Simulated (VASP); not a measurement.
Here is a VASP 6.6.1 calculation.

Contents of INCAR:

```
SYSTEM = MoS2
PREC = Accurate
ENCUT = 520
EDIFF = 1E-8
ISMEAR = -1
SIGMA = 0.03
LREAL = .FALSE.
LASPH = .TRUE.
NELM = 100
ALGO = Normal
ISIF = 2
LWAVE = .FALSE.
LCHARG = .FALSE.
LEFG = .TRUE.
NBANDS = 35
```

KPOINTS

```
Automatic mesh
0
G
  10 10 3
  0 0 0
```

The input POSCAR:

```
MoS2
1.0
    3.1397861865      0.0000000000      0.0000000000
   -1.5698930933      2.7191346000      0.0000000000
    0.0000000000      0.0000000000     12.2124807351
Mo S
2 4
Direct
    0.3333333333      0.6666666667      0.2500000000
    0.6666666667      0.3333333333      0.7500000000
    0.3333333333      0.6666666667      0.6275000000
    0.6666666667      0.3333333333      0.1275000000
    0.3333333333      0.6666666667      0.8725000000
    0.6666666667      0.3333333333      0.3725000000
```

Potentials or basis: VASP PAW LDA potentials, release 64 (Mo_sv, S).

Command:

```console
$ cat potpaw_LDA.64/Mo_sv/POTCAR potpaw_LDA.64/S/POTCAR > POTCAR
$ mpirun -np 1 vasp_std > vasp.out
```

Estimate the largest force.

1.143 eV/Å.

Predict the pressure.

4.6 GPa.

Forces on the atoms (eV/Å):
```
Mo   0.000  0.000  0.000
Mo   0.000  0.000  0.000
S    0.000  0.000 -1.143
S    0.000  0.000 -1.143
S    0.000  0.000  1.143
S    0.000  0.000  1.143
```

Caveat: the stress differs along the axes, from 2 to 9 GPa; without QUAD_EFG the Cq values of the log hold for a quadrupole moment of 1 mb, not for the nuclei; forces of over 1 eV/Å act on the atoms, so gaps and moduli don't describe the material at rest.
